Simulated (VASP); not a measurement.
Set up this calculation in VASP 6.6.1, as the native input.

* Task: single point
* Functional: PBE
* Dispersion: D3(BJ)
* Potentials or basis: VASP PAW PBE potentials, release 64 (Si, As)
* Cutoff: 520 eV
* k mesh: 1 × 1 × 1
* Occupations: fermi-dirac, width 0.02 eV
* Spin: collinear spin
* Dipole correction: no
* Further INCAR settings: LREAL = Auto; ALGO = Normal; EDIFF = 1e-06; NBANDS = 168

The structure of Si62As (a cell with a defect) lies in POSCAR:

```
Si62As
1.0
   10.8600000000      0.0000000000      0.0000000000
    0.0000000000     10.8600000000      0.0000000000
    0.0000000000      0.0000000000     10.8600000000
Si As
62 1
Direct
    0.4998398470      0.0006362692     -0.0000966121
    0.6242530419      0.1271020368      0.1244090317
    0.7489633188      0.2512595638     -0.0016158144
    0.8731504139      0.3760582152      0.1242211353
    0.7495762167      0.0042476494      0.2497253574
   -0.0003816842      0.0007638968     -0.0010938394
    0.1224859870      0.1253046445      0.1260774886
    0.2486848728      0.2498460492      0.0000602325
    0.3737915786      0.3760425437      0.1245223768
    0.4996965336      0.5007163796     -0.0002881176
    0.6244558764      0.6265202180      0.1244881980
    0.7505608428      0.7516856515     -0.0001796069
    0.8748390084      0.8779575348      0.1258736405
    0.2456314264      0.0012780225      0.2536348966
    0.3740151035      0.1256264091      0.3749900133
    0.4981434710      0.2510994671      0.2491637162
    0.6241893786      0.3759542244      0.3731519727
    0.7491308916      0.5019324920      0.2491541998
    0.8747743734      0.6261794137      0.3746924476
    0.4988937080      0.0008291218      0.4996680267
    0.6257729517      0.1255450073      0.6226990542
    0.7494673355      0.2508883032      0.4962230334
    0.8748663143      0.3746344653      0.6225180477
    0.7533995178      0.0015633348      0.7457733383
    0.8747955979      0.1257603147      0.8743433861
   -0.0002981622      0.5005819627     -0.0001965275
    0.1246695049      0.6267597584      0.1267371527
    0.2498967095      0.7504371305      0.0007713541
    0.3734258718      0.8757107520      0.1268045326
   -0.0040969695      0.2507230342      0.2495880922
    0.1224292703      0.3743357604      0.3748508532
    0.2487152473      0.5006182164      0.2507618213
    0.3749824208      0.6253158839      0.3755380533
    0.4995967090      0.7514956570      0.2505339695
    0.6256973081      0.8778439899      0.3748536263
    0.1222311238      0.1166620798      0.6225304736
    0.2454099063      0.2469654325      0.4991437131
    0.3734793848      0.3735625205      0.6246280480
    0.4997429998      0.5004942362      0.4996098117
    0.6267226160      0.6267759925      0.6246785216
    0.7532387784      0.7546591149      0.4987462963
    0.8833209077      0.8779846393      0.6222678096
    0.2495558267     -0.0007120999      0.7497351409
    0.3750228904      0.1249759731      0.8754255185
    0.4995267948      0.2497280245      0.7489011302
    0.6243163031      0.3759206008      0.8737836163
    0.7505325548      0.5006626355      0.7488396204
    0.8753004947      0.6253404711      0.8751617260
   -0.0011732256      0.7546300534      0.2530952406
    0.1218888603      0.8779979663      0.3837404379
   -0.0004086647      0.5013669159      0.4994947587
    0.1254999666      0.6244356315      0.6253908118
    0.2494395103      0.7510116329      0.5011487165
    0.3758256855      0.8750440155      0.6254602224
   -0.0011178407      0.2471788717      0.7456816260
    0.1246211000      0.3735679647      0.8735935938
    0.2500040508      0.4996347254      0.7500621034
    0.3753762157      0.6251152173      0.8753955376
    0.5006731374      0.7504362968      0.7498345323
    0.6267687509      0.8756173053      0.8734749519
    0.0010255267      0.7508721774      0.7493043035
    0.1253776340      0.8748156611      0.8757794250
    0.8882449778      0.1121002703      0.3884900816
```

These files were run (other wordings do the same):

INCAR

```
PREC = Accurate
ENCUT = 520
EDIFF = 1E-6
ISMEAR = -1
SIGMA = 0.02
LREAL = Auto
LASPH = True
NELM = 150
ALGO = Normal
ISIF = 2
LWAVE = False
LCHARG = False
ISPIN = 2
MAGMOM = 0 0 0 0 0 0 0 0 0 0 0 0 0 0 0 0 0 0 0 0 0 0 0 0 0 0 0 0 0 0 0 0 0 0 0 0 0 0 0 0 0 0 0 0 0 0 0 0 0 0 0 0 0 0 0 0 0 0 0 0 0 0 1
LORBIT = 11
GGA = PE
IVDW = 12
NBANDS = 168
```

KPOINTS

```
Automatic mesh
0
Gamma
  1 1 1
```

Potentials or basis: VASP PAW PBE potentials, release 64 (Si, As).

Command:

```sh
$ cat potpaw_PBE.64/Si/POTCAR potpaw_PBE.64/As/POTCAR > POTCAR
$ mpirun -np 1 vasp_gam > vasp.out
```

Results of the run:

* Pressure: -0.4 GPa
* Largest force: 0.049 eV/Å
* Net moment: 0.99 μB per cell
* Site moments: Si +0.00, -0.00, +0.01, +0.07, +0.06 (each value once); As +0.01 μB
* Valence electrons inside the program's atomic spheres: Si 1.69, 1.70, 1.67, 1.68, 1.64 (each value once); As 2.79
* Dispersion energy per atom: -0.317 eV

Caveat: the k points lie up to 0.58 Å⁻¹ apart.

It took 26 min on 1 thread of Intel Xeon 8259CL (shared host), peak memory 1.4 GiB.
